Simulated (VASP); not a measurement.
Set up this calculation in VASP 6.6.1, as the native input.

```
Task                   : single point
Functional             : LDA
Potentials or basis    : VASP PAW LDA potentials, release 64 (Na_pv, I)
Cutoff                 : 520 eV
k mesh                 : 8 × 8 × 8
Occupations            : fermi-dirac, width 0.02 eV
Spin                   : no spin polarisation
Dipole correction      : no
Further INCAR settings : ALGO = Normal; EDIFF = 1e-06; NBANDS = 14
```

The structure of NaI lies in POSCAR:

```
NaI
1.0
   -0.0323640000      3.2202180000      3.2202180000
    3.2202180000     -0.0323640000      3.2202180000
    3.2202180000      3.2202180000     -0.0323640000
Na I
1 1
Direct
    0.0000000000      0.0000000000      0.0000000000
    0.5000000000      0.5000000000      0.5000000000
```

This cell differs from its parent crystal: equal xy, yz and zx shear strains of -1 %.

The input as run:

INCAR

```
ALGO = Normal ; EDIFF = 1E-6
ENCUT = 520 ; ISIF = 2
ISMEAR = -1 ; LASPH = T
LCHARG = F ; LREAL = F
LWAVE = F ; NBANDS = 14
NELM = 80 ; PREC = Accurate
SIGMA = 0.02
```

KPOINTS

```
k-points
0
Gamma
  8 8 8
```

Potentials or basis: VASP PAW LDA potentials, release 64 (Na_pv, I).

Launch:

```bash
$ cat potpaw_LDA.64/Na_pv/POTCAR potpaw_LDA.64/I/POTCAR > POTCAR
$ mpirun -np 1 vasp_std > vasp.out
```

Results of the run:

```
Pressure               : -1.6 GPa
Band gap on the k mesh : 3.30 eV
```

Caveat: the cell differs from its parent crystal (equal xy, yz and zx shear strains of -1 %); spin-orbit coupling is left out, which moves the levels of the heavy elements.

Wall time 16 s on 1 thread of Intel(R) Xeon(R) 6975P-C (Granite Rapids) (shared host), peak memory 0.21 GiB.
